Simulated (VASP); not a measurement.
A run of VASP 6.6.1 is set up as follows.

The input INCAR:

```
PREC     = Accurate       # precision mode
ENCUT    = 520            # plane-wave cutoff, eV
EDIFF    = 1E-6           # SCF threshold, eV
ISMEAR   = 0              # smearing method
SIGMA    = 0.02           # smearing width, eV
LREAL    = F              # projectors in reciprocal space
LASPH    = T              # aspherical terms in the spheres
NELM     = 60             # most SCF steps
ALGO     = Normal         # electronic algorithm
ISIF     = 2              # what is computed and relaxed
LWAVE    = F              # write WAVECAR
LCHARG   = F              # write CHGCAR
GGA      = PE             # functional
NBANDS   = 16             # bands
```

Contents of KPOINTS:

```
Automatic mesh
0
Gamma
  10 10 10
```

POSCAR

```
C
1.0
   -2.1893959733      2.1893959733      1.2551624278
    2.1893959733     -2.1893959733      1.2551624278
    2.1893959733      2.1893959733     -1.2551624278
C
4
Direct
    0.6802408877      0.6802408877      0.3604817754
    0.3197591123      0.3197591123      0.6395182246
    0.3197591123      0.6802408877      0.0000000000
    0.6802408877      0.3197591123      0.0000000000
```

Potentials or basis: VASP PAW PBE potentials, release 64 (C).

Command:

```sh
$ cat potpaw_PBE.64/C/POTCAR > POTCAR
$ mpirun -np 1 vasp_std > vasp.out
```

Problem. Predict the band gap on the k mesh.

Solution. 2.71 eV, indirect (least direct gap 4.69 eV).

Problem. What does it give for the largest force?

Solution. 0.004 eV/Å.

Problem. What does it give for the pressure?

Solution. 0.6 GPa.

Stress tensor (GPa, compression positive):
```
0.53 0.00 0.00
0.00 0.53 0.00
0.00 0.00 0.61
```

A k mesh can miss the band edges.
